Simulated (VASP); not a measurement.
BaBe: vibrations by perturbation theory with PBEsol

BaBe:

```
Ba Be
1.0
     4.42006    0.00000    0.00000
    -2.21003    3.82789    0.00000
     0.00000    0.00000    4.04924
Ba Be
1 1
Direct
  0.33333 0.66667 0.00000
  0.66667 0.33333 0.50000
```

| Property | Result |
| --- | --- |
| Program | VASP 6.6.1 |
| Task | vibrations by perturbation theory |
| Functional | PBEsol |
| Potentials or basis | VASP PAW PBE potentials, release 64 (Ba_sv, Be) |
| Cutoff | 520 eV |
| k mesh | 12 × 12 × 12 |
| Occupations | fermi-dirac, width 0.15 eV |
| Spin | no spin polarisation |
| Dipole correction | no |
| Further INCAR settings | ALGO = Fast; EDIFF = 1e-08; NBANDS = 13; IBRION = 8; NSW = 1 |

| Property | Result |
| --- | --- |
| Highest phonon frequency at Γ | 272 cm⁻¹ |

Phonon frequencies in cm⁻¹ (negative: imaginary):
```csv
q point,frequencies
"(0.000, 0.000, 0.000)",0 0 0 262 262 272
```

Run time: 13 min on 1 thread of Intel(R) Xeon(R) Platinum 8488C (Sapphire Rapids) (shared host), peak memory 1 GiB.
